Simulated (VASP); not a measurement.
Wanted: the native input for a VASP 6.6.1 run.

```
Task                   : single point
Functional             : r2SCAN
Potentials or basis    : VASP PAW PBE potentials, release 64 (C)
Cutoff                 : 520 eV
k mesh                 : 10 × 10 × 2
Occupations            : gaussian, width 0.05 eV
Spin                   : no spin polarisation
Dipole correction      : no
Further INCAR settings : LREAL = Auto; ALGO = Normal; EDIFF = 1e-07; NBANDS = 46
```

Crystal: C.

```
C
1.0
    -2.50984    0.00000    0.00000
    -1.25492   -2.17358    0.00000
     0.00000    0.00000   16.81065
C
16
Direct
  0.00000 0.00000 0.66148
  0.00000 0.00000 0.16892
  0.00000 0.00000 0.90776
  0.00000 0.00000 0.41520
  0.00000 0.00000 0.81621
  0.00000 0.00000 0.32365
  0.00000 0.00000 0.07737
  0.00000 0.00000 0.56993
  0.33333 0.33333 0.69230
  0.33333 0.33333 0.19973
  0.66667 0.66667 0.93858
  0.66667 0.66667 0.44602
  0.33333 0.33333 0.78540
  0.33333 0.33333 0.29283
  0.66667 0.66667 0.04655
  0.66667 0.66667 0.53911
```

This cell differs from its parent crystal: the distance across one plane changed.

The input as run:

POSCAR

```
C
1.0
   -2.5098396889      0.0000000000      0.0000000000
   -1.2549198445     -2.1735849300      0.0000000000
    0.0000000000      0.0000000000     16.8106492275
C
16
Direct
    0.0000000000      0.0000000000      0.6614810036
    0.0000000000      0.0000000000      0.1689167664
    0.0000000000      1.0000000000      0.9077631222
    0.0000000000      1.0000000000      0.4151988850
    0.0000000000      0.0000000000      0.8162117080
    0.0000000000      0.0000000000      0.3236474708
    0.0000000000      1.0000000000      0.0773653522
    0.0000000000      1.0000000000      0.5699295894
    0.3333333333      0.3333333333      0.6922971687
    0.3333333333      0.3333333333      0.1997329315
    0.6666666667      0.6666666667      0.9385792873
    0.6666666667      0.6666666667      0.4460150501
    0.3333333333      0.3333333333      0.7853955430
    0.3333333333      0.3333333333      0.2928313057
    0.6666666667      0.6666666667      0.0465491871
    0.6666666667      0.6666666667      0.5391134243
```

INCAR.step1

```
SYSTEM = C
PREC = Accurate
ENCUT = 520
ISMEAR = 0
SIGMA = 0.05
LREAL = Auto
LASPH = .TRUE.
NELM = 80
NBANDS = 46
GGA = PE
ALGO = Normal
EDIFF = 1E-4
LWAVE = .TRUE.
LCHARG = .FALSE.
```

INCAR.step2

```
SYSTEM = C
PREC = Accurate
ENCUT = 520
EDIFF = 1E-7
ISMEAR = 0
SIGMA = 0.05
LREAL = Auto
LASPH = .TRUE.
NELM = 80
ALGO = Normal
ISIF = 2
LWAVE = .FALSE.
LCHARG = .TRUE.
METAGGA = R2SCAN
LMIXTAU = .TRUE.
LELF = .TRUE.
LVHAR = .TRUE.
NBANDS = 46
ISTART = 1
```

KPOINTS

```
regular mesh
0
G
  10 10 2
  0 0 0
```

Potentials or basis: VASP PAW PBE potentials, release 64 (C).

The run is started by

```sh
$ cat potpaw_PBE.64/C/POTCAR > POTCAR
$ cp INCAR.step1 INCAR
$ mpirun -np 1 vasp_std > vasp.out
$ cp INCAR.step2 INCAR
$ mpirun -np 1 vasp_std > vasp.out
```

Results of the run:

```
Pressure               : -3.1 GPa
Largest force          : 1.805 eV/Å
Band gap on the k mesh : 4.71 eV
```

Caveat: the cell differs from its parent crystal (the distance across one plane changed); the cell stands under tension; the PAW data sets were made with another functional, which shifts forces and pressure a little.

Run time: 17 min on 1 thread of Intel Xeon 8259CL, with other jobs on the host, peak memory 0.26 GiB.
